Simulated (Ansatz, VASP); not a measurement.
Pb in VASP and in Ansatz

File INCAR:

```
PREC     = Accurate       # precision mode
ENCUT    = 520            # plane-wave cutoff, eV
EDIFF    = 1E-7           # SCF threshold, eV
ISMEAR   = 0              # smearing method
SIGMA    = 0.15           # smearing width, eV
LREAL    = F              # projectors in reciprocal space
LASPH    = T              # aspherical terms in the spheres
NELM     = 100            # most SCF steps
ALGO     = Normal         # electronic algorithm
ISIF     = 2              # what is computed and relaxed
LWAVE    = F              # write WAVECAR
LCHARG   = T              # write CHGCAR
GGA      = PE             # functional
LELF     = T              # ELF
LVHAR    = T            
NBANDS   = 13             # bands
```

KPOINTS

```
regular mesh
0
Gamma
  16 16 16
```

POSCAR

```
Pb
1.0
    0.0000000000      2.4698000000      2.3216120000
    2.4698000000      0.0000000000      2.3216120000
    2.4698000000      2.4698000000      0.0000000000
Pb
1
Direct
    0.0000000000      0.0000000000      0.0000000000
```

Input for Ansatz:

```yaml
crystal:
  lattice:
    - [0.0, 2.4698, 2.321612]
    - [2.4698, 0.0, 2.321612]
    - [2.4698, 2.4698, 0.0]
  atoms:
    - { symbol: Pb, position: [0.0, 0.0, 0.0] }
basis:
  ecutwfc: 420
kpoints:
  mp_grid: { grid: [16, 16, 16] }
hamiltonian:
  xc: pbe
scf:
  occupations: { method: gaussian, width: 0.15 }
output:
  forces: true
  stress: true
  eigenvalues: true
```

Change from the starting cell: strain -0.0600 x Voigt [0, 0, 1, 0, 0, 0], atoms carried along.

Alike in both runs: task single point; functional PBE; k mesh 16 × 16 × 16; occupations gaussian, width 0.15 eV; no spin polarisation.

|  | VASP | Ansatz |
| --- | --- | --- |
| version | VASP 6.6.1 | Ansatz 0.2.0 |
| potentials or method | VASP PAW PBE potentials, release 64 (Pb_d), cutoff 520 eV | scalar-relativistic, plane waves, PAW |
| valence electrons in the cell | 14 | 14 |

VASP gave:

```
gap on the k mesh at the Fermi level (eV)                     : none
pressure (GPa)                                                : 6.3
traceless stress, the component that is largest in VASP (GPa) : 0.76
```

Task: Which values does Ansatz return?

Result: gap on the k mesh at the Fermi level (eV): none; pressure (GPa): 6.4; traceless stress, the component that is largest in VASP (GPa): 0.75.

A gap of «none» marks a metal or a gap that the smearing closes.

Spin-orbit coupling is off throughout.
